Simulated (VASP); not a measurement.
# Ta4C3 (Pm-3m) in VASP: a series of runs

Ta4C3 is run at these levels: PBEsol; tasks: single point.

Everything below comes from runs of VASP 6.6.1. Logs are shortened: lines on timing, memory, paths and dates and some standing lists are left out, and cuts for length are marked.

### 1 The cell of the first run

The structure is cubic, space group Pm-3m (No. 221). The conventional cell has a = 4.219 Å, b = 4.219 Å, c = 4.219 Å, α = 90.00°, β = 90.00°, γ = 90.00°. Within 2.8 Å of Ta (site symmetry 4/mmm) lie 4 C at 2.11 Å. Ta (site symmetry m-3m) has 6 C at 2.11 Å within 2.8 Å. C (site symmetry 4/mmm) has 6 Ta at 2.11 Å within 2.8 Å.

### 2 Single point, PBEsol (volume scaled by 0.88)

The input, INCAR:

```
SYSTEM = Ta4C3
PREC = Accurate ; ENCUT = 520
EDIFF = 1E-6 ; ISMEAR = 0
SIGMA = 0.1 ; LREAL = .FALSE.
LASPH = .TRUE. ; NELM = 60
ALGO = Normal ; ISIF = 2
LWAVE = .FALSE. ; LCHARG = .FALSE.
GGA = PS ; NBANDS = 37
```

The input, KPOINTS:

```
regular mesh
0
G
  8 8 8
  0 0 0
```

The input, POSCAR:

```
Ta4C3
1.0
    4.2189431263      0.0000000000      0.0000000000
    0.0000000000      4.2189431263      0.0000000000
    0.0000000000      0.0000000000      4.2189431263
Ta C
4 3
Direct
    0.0000000000      0.5000000000      0.5000000000
    0.5000000000      0.0000000000      0.5000000000
    0.5000000000      0.5000000000      0.0000000000
    0.0000000000      0.0000000000      0.0000000000
    0.5000000000      0.0000000000      0.0000000000
    0.0000000000      0.5000000000      0.0000000000
    0.0000000000      0.0000000000      0.5000000000
```

Potentials or basis: VASP PAW PBE potentials, release 64 (Ta_pv, C).

Run with:

```bash
cat potpaw_PBE.64/Ta_pv/POTCAR potpaw_PBE.64/C/POTCAR > POTCAR
mpirun -np 1 vasp_std > vasp.out
```

OUTCAR:

```text
SYSTEM = Ta4C3
   PREC = Accurate
   ENCUT = 520
   EDIFF = 1E-6
   ISMEAR = 0
   LREAL = .FALSE.
   LASPH = .TRUE.
   NELM = 60
   ISIF = 2
   GGA = PS

 ion  position               nearest neighbor table
   1  0.000  0.500  0.500-   6 2.11   7 2.11   6 2.11   7 2.11   3 2.98   3 2.98   4 2.98   4 2.98
                             2 2.98   4 2.98   2 2.98   4 2.98   2 2.98   3 2.98   3 2.98   2 2.98
   2  0.500  0.000  0.500-   5 2.11   7 2.11   5 2.11   7 2.11   3 2.98   3 2.98   4 2.98   4 2.98
                             1 2.98   3 2.98   3 2.98   1 2.98   4 2.98   1 2.98   4 2.98   1 2.98
   3  0.500  0.500  0.000-   5 2.11   6 2.11   5 2.11   6 2.11   2 2.98   1 2.98   2 2.98   2 2.98
                             4 2.98   4 2.98   2 2.98   1 2.98   4 2.98   1 2.98   1 2.98   4 2.98
   4  0.000  0.000  0.000-   5 2.11   6 2.11   7 2.11   7 2.11   6 2.11   5 2.11   1 2.98   2 2.98
                             1 2.98   1 2.98   3 2.98   2 2.98   1 2.98   2 2.98   3 2.98   3 2.98
   5  0.500  0.000  0.000-   2 2.11   3 2.11   4 2.11   2 2.11   3 2.11   4 2.11
   6  0.000  0.500  0.000-   1 2.11   3 2.11   4 2.11   1 2.11   4 2.11   3 2.11
   7  0.000  0.000  0.500-   1 2.11   2 2.11   4 2.11   4 2.11   1 2.11   2 2.11

  LATTYP: Found a simple cubic cell.
 ALAT       =     4.2189431263

  Lattice vectors:

 A1 = (   4.2189431263,   0.0000000000,   0.0000000000)
 A2 = (   0.0000000000,   4.2189431263,   0.0000000000)
 A3 = (   0.0000000000,   0.0000000000,   4.2189431263)

Analysis of symmetry for initial positions (statically):
=====================================================================
 Subroutine PRICEL returns:
 Original cell was already a primitive cell.

 Routine SETGRP: Setting up the symmetry group for a
 simple cubic supercell.

 Subroutine GETGRP returns: Found 48 space group operations
 (whereof 48 operations were pure point group operations)
 out of a pool of 48 trial point group operations.

The static configuration has the point symmetry O_h .

Analysis of symmetry for dynamics (positions and initial velocities):
=====================================================================
 Subroutine PRICEL returns:
 Original cell was already a primitive cell.

 Routine SETGRP: Setting up the symmetry group for a
 simple cubic supercell.

 Subroutine GETGRP returns: Found 48 space group operations
 (whereof 48 operations were pure point group operations)
 out of a pool of 48 trial point group operations.

The dynamic configuration has the point symmetry O_h .

 Subroutine INISYM returns: Found 48 space group operations
 (whereof 48 operations are pure point group operations),
 and found     1 'primitive' translations

----------------------------------------------------------------------------------------

                                     Primitive cell

  volume of cell :      75.0950

  direct lattice vectors                    reciprocal lattice vectors
     4.218943126  0.000000000  0.000000000     0.237026186  0.000000000  0.000000000
     0.000000000  4.218943126  0.000000000     0.000000000  0.237026186  0.000000000
     0.000000000  0.000000000  4.218943126     0.000000000  0.000000000  0.237026186

  length of vectors
     4.218943126  4.218943126  4.218943126     0.237026186  0.237026186  0.237026186

  position of ions in fractional coordinates (direct lattice)
     0.000000000  0.500000000  0.500000000
     0.500000000  0.000000000  0.500000000
     0.500000000  0.500000000  0.000000000
     0.000000000  0.000000000  0.000000000
     0.500000000  0.000000000  0.000000000
     0.000000000  0.500000000  0.000000000
     0.000000000  0.000000000  0.500000000

  ion indices of the primitive-cell ions
   primitive index   ion index
                 1           1
                 2           2
                 3           3
                 4           4
                 5           5
                 6           6
                 7           7

----------------------------------------------------------------------------------------

 KPOINTS: regular mesh

Automatic generation of k-mesh.
 Grid dimensions read from file:
 generate k-points for:    8    8    8

 Generating k-lattice:

  Cartesian coordinates                     Fractional coordinates (reciprocal lattice)
     0.029628273  0.000000000  0.000000000     0.125000000  0.000000000  0.000000000
     0.000000000  0.029628273  0.000000000     0.000000000  0.125000000  0.000000000
     0.000000000  0.000000000  0.029628273     0.000000000  0.000000000  0.125000000

  Length of vectors
     0.029628273  0.029628273  0.029628273

  Shift w.r.t. Gamma in fractional coordinates (k-lattice)
     0.000000000  0.000000000  0.000000000

 Subroutine IBZKPT returns following result:
 ===========================================

 Found     35 irreducible k-points:

 Following reciprocal coordinates:
            Coordinates               Weight
  0.000000  0.000000  0.000000      1.000000
  0.125000  0.000000  0.000000      6.000000
  0.250000  0.000000  0.000000      6.000000
  0.375000  0.000000  0.000000      6.000000
  0.500000  0.000000  0.000000      3.000000
  0.125000  0.125000  0.000000     12.000000
[... 16 lines left out ...]
  0.375000  0.375000  0.125000     24.000000
  0.500000  0.375000  0.125000     24.000000
 [... further k-points ...]
   k-points           NKPTS =     35   k-points in BZ     NKDIM =     35   number of bands    NBANDS=     37
   number of dos      NEDOS =    301   number of ions     NIONS =      7
   total plane-waves  NPLWV =  32768
   dimension x,y,z NGX =    32 NGY =   32 NGZ =   32
   dimension x,y,z NGXF=    64 NGYF=   64 NGZF=   64
   ions per type =               4   3
   NGX,Y,Z   is equivalent  to a cutoff of  12.61, 12.61, 12.61 a.u.
   NGXF,Y,Z  is equivalent  to a cutoff of  25.22, 25.22, 25.22 a.u.
 SYSTEM =  Ta4C3
   PREC   = accura    normal or accurate (medium, high low for compatibility)
   ISTART =      0    job   : 0-new  1-cont  2-samecut
   ICHARG =      2    charge: 1-file 2-atom 10-const
   ISPIN  =      1    spin polarized calculation?
   LNONCOLLINEAR =      F non collinear calculations
   LSORBIT =      F    spin-orbit coupling
   LASPH  =      T    aspherical Exc in radial PAW
   ENCUT  =  520.0 eV  38.22 Ry    6.18 a.u.   7.84  7.84  7.84*2*pi/ulx,y,z
   NELM   =     60;   NELMIN=  2; NELMDL= -5     # of ELM steps
   EDIFF  = 0.1E-05   stopping-criterion for ELM
   LREAL  =      F    real-space projection
   EDIFFG = 0.1E-04   stopping-criterion for IOM
   NSW    =      0    number of steps for IOM
   IBRION =     -1    ionic relax: 0-MD 1-quasi-New 2-CG
   NFREE  =      0    steps in history (QN), initial steepest desc. (CG)
   ISIF   =      2    stress and relaxation
   ISYM   =      2    0-nonsym 1-usesym 2-fastsym
   POTIM  = 0.5000    time-step for ionic-motion
   TEBEG  =    0.0;   TEEND  =   0.0 temperature during run
   PSTRESS=    0.0 pullay stress
   NELECT =      56.0000    total number of electrons
   NUPDOWN=      -1.0000    fix difference up-down
   EMIN   =  10.00;   EMAX   =-10.00  energy-range for DOS
   EFERMI =   0.00;   METHOD = LEGACY
   ISMEAR =     0;   SIGMA  =   0.10  broadening in eV -4-tet -1-fermi 0-gaus
   EFERMI_NEDOS =   21; number of points for ismear=-14 and -15
   IALGO  =     38    algorithm
   IMIX   =      4    mixing-type and parameters
     AMIX     =   0.40;   BMIX     =  1.00
     AMIX_MAG =   1.60;   BMIX_MAG =  1.00
  volume/ion in A,a.u.               =      10.73        72.40
  Fermi-wavevector in a.u.,A,eV,Ry     =   1.484569  2.805429 29.986510  2.203946
  Thomas-Fermi vector in A             =   2.598090
   LORBIT       =      0    0 simple, 1 ext, 2 COOP (PROOUT), +10 PAW based schemes
   GGA     = PS    functional components
   LHFCALC =     F    Hartree Fock is set to
   AEXX    =    0.0000 exact exchange contribution
   IVDW    =     0    specifies the selected vdW correction
   LEPSILON=     F    determine dielectric tensor
   LRPA    =     F    only Hartree local field effects (RPA)
 non-spin polarized calculation
 Gauss-broadening in eV      SIGMA  =   0.10
  energy-cutoff  :      520.00
  volume of cell :       75.09
 maximum number of plane-waves:      2048
 NGX is ok and might be reduce to    32
   NGX = 15   NGY = 15   NGZ = 15

 number of electron      55.9999986 magnetization

 Free energy of the ion-electron system (eV)
  ---------------------------------------------------
  ext. energy  EPLUGINS =         0.00000000
  ---------------------------------------------------
  free energy    TOTEN  =       -81.21304352 eV

  energy without entropy =      -81.19910751  energy(sigma->0) =      -81.20607551

 E-fermi :   8.3143     XC(G=0): -13.7847

 val. band max:        8.3016788539   @ k =   0.5000   0.2500   0.1250
 cond. band min:       8.3905245540   @ k =   0.5000   0.5000   0.3750
 fundamental gap:      0.0888457001
 Fermi energy:         8.3142867825

 k-point     1 :       0.0000    0.0000    0.0000
  band No.  band energies     occupation
      1     -26.6777      2.00000
      2     -26.6777      2.00000
      3     -26.6777      2.00000
      4     -25.8655      2.00000
      5     -25.8655      2.00000
      6     -25.8655      2.00000
[... 29 lines left out ...]
     36      12.9808      0.00000
     37      14.1592      0.00000

 k-point     2 :       0.1250    0.0000    0.0000
  band No.  band energies     occupation
      1     -26.6592      2.00000
      2     -26.6592      2.00000
      3     -26.6500      2.00000
      4     -25.8740      2.00000
      5     -25.8725      2.00000
      6     -25.8725      2.00000
[... 29 lines left out ...]
     36      13.5214      0.00000
     37      13.9884      0.00000

 k-point     3 :       0.2500    0.0000    0.0000
  band No.  band energies     occupation
      1     -26.6102      2.00000
      2     -26.6102      2.00000
      3     -26.5745      2.00000
      4     -25.9128      2.00000
      5     -25.9128      2.00000
      6     -25.9000      2.00000
[... 29 lines left out ...]
     36      13.1120      0.00000
     37      13.9092      0.00000

 k-point     4 :       0.3750    0.0000    0.0000
  band No.  band energies     occupation
      1     -26.5523      2.00000
      2     -26.5523      2.00000
      3     -26.4805      2.00000
      4     -25.9713      2.00000
      5     -25.9713      2.00000
      6     -25.9404      2.00000
[... 29 lines left out ...]
     36      12.2929      0.00000
     37      13.5108      0.00000
[... 683 lines left out ...]
      1     -26.6413      2.00000
      2     -26.5899      2.00000
      3     -26.4889      2.00000
      4     -26.1210      2.00000
      5     -25.9358      2.00000
      6     -25.8313      2.00000
[... 29 lines left out ...]
     36      12.8356      0.00000
     37      13.3802      0.00000

 k-point    23 :       0.3750    0.3750    0.1250
  band No.  band energies     occupation
      1     -26.6646      2.00000
      2     -26.6446      2.00000
      3     -26.5003      2.00000
      4     -26.1453      2.00000
      5     -25.8837      2.00000
      6     -25.8382      2.00000
[... 29 lines left out ...]
     36      13.1218      0.00000
     37      13.2107      0.00000

 k-point    24 :       0.5000    0.3750    0.1250
  band No.  band energies     occupation
      1     -26.6699      2.00000
      2     -26.6524      2.00000
      3     -26.5324      2.00000
      4     -26.1268      2.00000
      5     -25.8961      2.00000
      6     -25.8238      2.00000
[... 29 lines left out ...]
     36      12.6786      0.00000
     37      12.9832      0.00000

 [... further k-points ...]
[... 5 lines left out ...]
  --------------------------------------------------------------------------------------
  -------------------------------------------------------------------------------------
  Total       24.8614521     24.8614521     24.8614521      0.0000000      0.0000000      0.0000000
  in kB      530.4275347    530.4275347    530.4275347      0.0000000      0.0000000      0.0000000
  external PRESSURE =     530.4275347 kB  Pullay stress =       0.0000000 kB

 VOLUME and BASIS-vectors are now :
 -----------------------------------------------------------------------------
  energy-cutoff  :      520.00
  volume of cell :       75.09
      direct lattice vectors                 reciprocal lattice vectors
     4.218943126  0.000000000  0.000000000     0.237026186  0.000000000  0.000000000
     0.000000000  4.218943126  0.000000000     0.000000000  0.237026186  0.000000000
     0.000000000  0.000000000  4.218943126     0.000000000  0.000000000  0.237026186

 POSITION                                       TOTAL-FORCE (eV/Angst)
 -----------------------------------------------------------------------------------
      0.00000      2.10947      2.10947         0.000000      0.000000      0.000000
      2.10947      0.00000      2.10947         0.000000      0.000000      0.000000
      2.10947      2.10947      0.00000         0.000000      0.000000      0.000000
      0.00000      0.00000      0.00000         0.000000      0.000000      0.000000
      2.10947      0.00000      0.00000         0.000000      0.000000      0.000000
      0.00000      2.10947      0.00000         0.000000      0.000000      0.000000
      0.00000      0.00000      2.10947         0.000000      0.000000      0.000000
 -----------------------------------------------------------------------------------
    total drift:                                0.000000     -0.000000     -0.000000

  FREE ENERGIE OF THE ION-ELECTRON SYSTEM (eV)
  ---------------------------------------------------
  free  energy   TOTEN  =       -81.2130435156 eV

  energy  without entropy=      -81.1991075119  energy(sigma->0) =      -81.20607551
```

Run time: 2.5 min. Hardware: 1 thread of AMD EPYC 7R43 (Zen 3), shared host; peak memory 0.18 GiB.

Results:

- Free energy: -81.2130 eV
- Pressure: 53.0 GPa
- Band gap on the k mesh: zero (band 28 reaches 8.72 eV, above the bottom of band 29 at 7.48 eV)

Caveat: the PAW data sets were made with another functional, which shifts forces and pressure a little; spin-orbit coupling is left out, which moves the levels of the heavy elements.

### 3 Single point, PBEsol (volume scaled by 0.91)

The input, INCAR:

```
PREC = Accurate
ENCUT = 520
EDIFF = 1E-6
ISMEAR = 0
SIGMA = 0.1
LREAL = F
LASPH = T
NELM = 100
ALGO = Normal
ISIF = 2
LWAVE = F
LCHARG = F
GGA = PS
NBANDS = 37
```

The input, KPOINTS:

```
regular mesh
0
Gamma
  8 8 8
```

Edit POSCAR of step 2 so:

```diff
@@ -2,5 +2,5 @@
 1.0
-    4.2189431263      0.0000000000      0.0000000000
-    0.0000000000      4.2189431263      0.0000000000
-    0.0000000000      0.0000000000      4.2189431263
+    4.2663509497      0.0000000000      0.0000000000
+    0.0000000000      4.2663509497      0.0000000000
+    0.0000000000      0.0000000000      4.2663509497
 Ta C
```

Potentials or basis: VASP PAW PBE potentials, release 64 (Ta_pv, C).

Run with:

```bash
cat potpaw_PBE.64/Ta_pv/POTCAR potpaw_PBE.64/C/POTCAR > POTCAR
mpirun -np 1 vasp_std > vasp.out
```

It took 97 s on 1 thread of AMD EPYC 7R43 (Zen 3), shared host; peak memory 0.19 GiB.

The run converged. Its results:

```yaml
Free_energy: -81.9283 eV
Pressure: 36.8 GPa
Band_gap_on_the_k_mesh: zero (band 28 reaches 8.36 eV, above the bottom of band 29 at 7.20 eV)
```

Levels at points of the mesh, in eV from the Fermi level:
| k point | band 25 | band 26 | band 27 | band 28 | band 29 | band 30 | band 31 | band 32 |
| --- | --- | --- | --- | --- | --- | --- | --- | --- |
| (0.00, 0.00, 0.00) | -1.09 | -0.58 | -0.58 | -0.58 | -0.42 | -0.42 | -0.42 | 1.73 |
| (0.50, 0.00, 0.00) | -2.47 | -1.92 | -1.92 | 0.37 | 0.37 | 1.02 | 2.42 | 2.77 |
| (0.50, 0.50, 0.00) | -1.83 | -1.82 | -0.35 | -0.35 | 2.01 | 2.12 | 2.12 | 2.39 |
| (0.50, 0.50, 0.50) | -1.18 | -1.18 | -1.18 | 0.28 | 4.02 | 4.02 | 4.02 | 4.02 |

Caveat: the PAW data sets were made with another functional, which shifts forces and pressure a little; spin-orbit coupling is left out, which moves the levels of the heavy elements.
